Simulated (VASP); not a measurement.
Write the native input for VASP 6.6.1 that does the following.

```yaml
Task: single point
Functional: PBEsol
Potentials_or_basis: VASP PAW PBE potentials, release 64 (Co_sv, O)
Cutoff: 600 eV
k_mesh: 8 × 8 × 8
Occupations: gaussian, width 0.05 eV
Spin: collinear spin, ferromagnetic start
Starting_moments: "[2.76, 0.32] μB"
Hubbard_terms: Co d U = 1.0 eV
Dipole_correction: no
Second_run: valence_matched
Further_INCAR_settings: ALGO = Normal; EDIFF = 1e-06; NBANDS = 22
```

The structure of CoO lies in POSCAR:

```
CoO
1.0
    0.0000000000      2.1315016600      2.1315016600
    2.1315016600      0.0000000000      2.1315016600
    2.1315016600      2.1315016600      0.0000000000
Co O
1 1
Direct
    0.0000000000      0.0000000000      0.0000000000
    0.5000000000      0.5000000000      0.5000000000
```

These files were run (other wordings do the same):

INCAR

```
SYSTEM = CoO
  ALGO = Normal
  EDIFF = 1E-6
  ENCUT = 600
  GGA = PS
  GGA_COMPAT = .False.
  ISIF = 2
  ISMEAR = 0
  ISPIN = 2
  LASPH = .True.
  LCHARG = .False.
  LDAU = .True.
  LDAUJ = 0 0
  LDAUL = 2 -1
  LDAUPRINT = 1
  LDAUTYPE = 2
  LDAUU = 1 0
  LMAXMIX = 4
  LORBIT = 11
  LREAL = .False.
  LWAVE = .False.
  MAGMOM = 2.76 0.32
  NBANDS = 22
  NELM = 200
  PREC = Accurate
  SIGMA = 0.05
```

KPOINTS

```
k-points
0
Gamma
  8 8 8
  0 0 0
```

Potentials or basis: VASP PAW PBE potentials, release 64 (Co_sv, O).

The run is started by

```sh
$ cat potpaw_PBE.64/Co_sv/POTCAR potpaw_PBE.64/O/POTCAR > POTCAR
$ mpirun -np 1 vasp_std > vasp.out
```

Results of the run:

```json
{
 "Pressure": "-12.5 GPa",
 "Band gap on the k mesh": "zero (filled and empty bands overlap)",
 "Net moment": "3.00 μB per cell",
 "Site moments": "Co +2.60; O +0.30 μB",
 "Valence electrons inside the program's atomic spheres": "Co 14.86; O 4.96"
}
```

Caveat: the PAW data sets were made with another functional, which shifts forces and pressure a little; a cell with one magnetic atom can't hold antiferromagnetic order, which such compounds often take.

Run time: 30 s on 1 thread of Intel(R) Xeon(R) Platinum 8259CL CPU @ 2.50GHz (Skylake/Cascade Lake), on a shared host, peak memory 0.16 GiB.
